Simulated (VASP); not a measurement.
Write the native input for VASP 6.6.1 that does the following.

| Item | Value |
| --- | --- |
| Task | relaxation of cell and atoms |
| Functional | PBEsol |
| Potentials or basis | VASP PAW PBE potentials, release 64 (B, N) |
| Cutoff | 600 eV |
| k mesh | 10 × 10 × 4 |
| Occupations | gaussian, width 0.01 eV |
| Spin | no spin polarisation |
| Target pressure | 2 GPa |
| Dipole correction | no |
| Further INCAR settings | ALGO = Normal; EDIFF = 1e-07; IBRION = 2; EDIFFG = -0.002; NSW = 100; ISIF = 3 |

The structure of BN lies in POSCAR:

```
BN
1.0
    2.5043523426      0.0000000000      0.0000000000
   -1.2521761713      2.1688327487      0.0000000000
    0.0000000000      0.0000000000      7.0158653084
B N
2 2
Direct
    0.3333333333      0.6666666667      0.2500000000
    0.6666666667      0.3333333333      0.7500000000
    0.3333333333      0.6666666667      0.7500000000
    0.6666666667      0.3333333333      0.2500000000
```

These files were run (other wordings do the same):

INCAR

```
SYSTEM = BN
ALGO = Normal ; EDIFF = 1E-7
EDIFFG = -0.002 ; ENCUT = 600
GGA = PS ; GGA_COMPAT = .FALSE.
IBRION = 2 ; ISIF = 3
ISMEAR = 0 ; LASPH = .TRUE.
LCHARG = .FALSE. ; LREAL = .FALSE.
LWAVE = .FALSE. ; NELM = 120
NELMIN = 4 ; NSW = 100
PREC = Accurate ; PSTRESS = 20.0
SIGMA = 0.01
```

KPOINTS

```
k-points
0
G
  10 10 4
  0 0 0
```

Potentials or basis: VASP PAW PBE potentials, release 64 (B, N).

The run is started by

```sh
$ cat potpaw_PBE.64/B/POTCAR potpaw_PBE.64/N/POTCAR > POTCAR
$ mpirun -np 1 vasp_std > vasp.out
```

Results of the run:

```yaml
Relaxed_volume: 8.60 Å³/atom
Relaxed_cell: a = 2.501 Å, b = 2.501 Å, c = 6.351 Å, α = 90.00°, β = 90.00°, γ = 120.00°
Space_group_after_relaxing_to_0.1_Å: P6_3/mmc (No. 194)
Energy_change_on_relaxing_the_run_minimises_the_enthalpy: +3.6 meV/atom
Ionic_steps: 11
Pressure_after_relaxing: 2.0 GPa
Band_gap_on_the_k_mesh: 4.04 eV (least direct gap 4.44 eV)
```

Caveat: the cell is relaxed towards a set pressure, so the run minimises the enthalpy, not the energy; the PAW data sets were made with another functional, which shifts forces and pressure a little; this functional lacks dispersion, which binds the layers, so the pressure and a relaxed spacing across them are unreliable.

Run time: 4.5 min on 1 thread of Intel Xeon 8259CL, with other jobs on the host, peak memory 0.17 GiB.
